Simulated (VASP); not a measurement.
Crystal: TaH4.

```
Ta H
1.0
    -1.90000    1.90000    3.15000
     1.90000   -1.90000    3.15000
     1.90000    1.90000   -3.15000
Ta H
1 4
Cartesian
  0.0000 0.0000 0.0000
  0.0000 0.0000 1.7640
  0.0000 0.0000 4.5360
  0.0000 1.9000 0.0000
  1.9000 0.0000 0.0000
```

| Quantity | Value |
| --- | --- |
| Program | VASP 6.6.1 |
| Task | relaxation of cell and atoms |
| Functional | PBE |
| Potentials or basis | VASP PAW PBE potentials, release 64 (Ta_pv, H) |
| Cutoff | 500 eV |
| k mesh | 4 × 4 × 4 |
| Occupations | gaussian, width 0.15 eV |
| Spin | no spin polarisation |

At the start: pressure -3.9 GPa; volume 9.10 Å³/atom.

Task: How do energy, volume and symmetry change on relaxing?

Result: Over 16 steps the energy falls by 92.9 meV/atom and the volume is 7.36 Å³/atom (-19.1 %); space group I4/mmm (No. 139, to 0.1 Å) before and after.

Step by step:
```csv
step,energy change (eV),largest force (eV/Å),pressure (GPa),volume (Å³)
1,0.0000,1.3718,-3.95,45.49
2,-0.2651,0.0701,-5.55,43.97
3,-0.2707,0.0657,-5.57,43.73
4,-0.3194,0.1763,-1.45,41.58
5,-0.3233,0.2653,0.16,40.85
6,-0.3401,0.3091,0.17,40.52
7,-0.3791,0.4579,0.29,39.51
8,-0.4042,0.8002,1.68,37.42
9,-0.4113,0.7509,1.51,37.33
10,-0.4288,0.6050,1.04,37.07
11,-0.4463,0.3201,0.33,36.54
12,-0.4468,0.2484,0.19,36.40
13,-0.4524,0.2087,0.08,36.46
14,-0.4626,0.0969,-0.19,36.63
15,-0.4597,0.0977,-0.41,36.96
16,-0.4645,0.0115,-0.31,36.78
```

Final structure:
```cif
data_structure
_symmetry_space_group_name_H-M 'P 1'
_symmetry_Int_Tables_number 1
_cell_length_a 3.8034
_cell_length_b 3.8034
_cell_length_c 3.8034
_cell_angle_alpha 123.291
_cell_angle_beta 123.291
_cell_angle_gamma 84.389
_cell_volume 36.78
loop_
_atom_site_label
_atom_site_type_symbol
_atom_site_fract_x
_atom_site_fract_y
_atom_site_fract_z
_atom_site_occupancy
Ta1 Ta 0.00000 0.00000 0.00000 1
H1 H 0.33244 0.33244 0.00000 1
H2 H 0.66756 0.66756 0.00000 1
H3 H 0.50000 0.00000 0.50000 1
H4 H 0.00000 0.50000 0.50000 1
```

Caveat: the k points lie up to 0.52 Å⁻¹ apart in the final cell, too coarse for converged energies and pressures of a metal; the volume moved by over 15 % at a fixed basis, so the end points are rough.
